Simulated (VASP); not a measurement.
GaS2: single point with PBE

Sheet: GaS2, a sheet with vacuum.

```
Ga S
1.0
     2.57040    0.00000    0.00000
     0.00000    2.57040    0.00000
     0.00000    0.00000   19.00000
Ga S
1 2
Direct
  0.00000 0.00000 0.50000
  0.00000 0.00000 0.61425
  0.00000 0.00000 0.38575
```

* Program: VASP 6.6.1
* Task: single point
* Functional: PBE
* Potentials or basis: VASP PAW PBE potentials, release 64 (Ga_d, S)
* Cutoff: 520 eV
* k mesh: 6 × 6 × 1
* Occupations: gaussian, width 0.1 eV
* Spin: no spin polarisation
* Dipole correction: yes
* Further INCAR settings: ALGO = Normal; EDIFF = 1e-06; NBANDS = 20

```
Largest force : 2.784 eV/Å
```

Forces in eV/Å, atoms in the order of the input:
```
Ga   0.000  0.000  0.000
S    0.000  0.000  2.784
S    0.000  0.000 -2.784
```

Levels at points of the mesh, in eV from the Fermi level:
```csv
k point,band 10,band 11,band 12,band 13,band 14,band 15
"(0.00, 0.00, 0.00)",-1.39,2.27,2.27,2.45,2.45,3.86
"(0.50, 0.00, 0.00)",-5.53,-3.59,-2.30,2.06,3.81,3.94
"(0.50, 0.50, 0.00)",-4.71,-4.71,-2.14,-1.48,1.26,1.26
```

It took 24 s on 1 thread of Intel(R) Xeon(R) 6975P-C (Granite Rapids) (shared host), peak memory 0.23 GiB.

Caveat: the k points lie up to 0.41 Å⁻¹ apart.
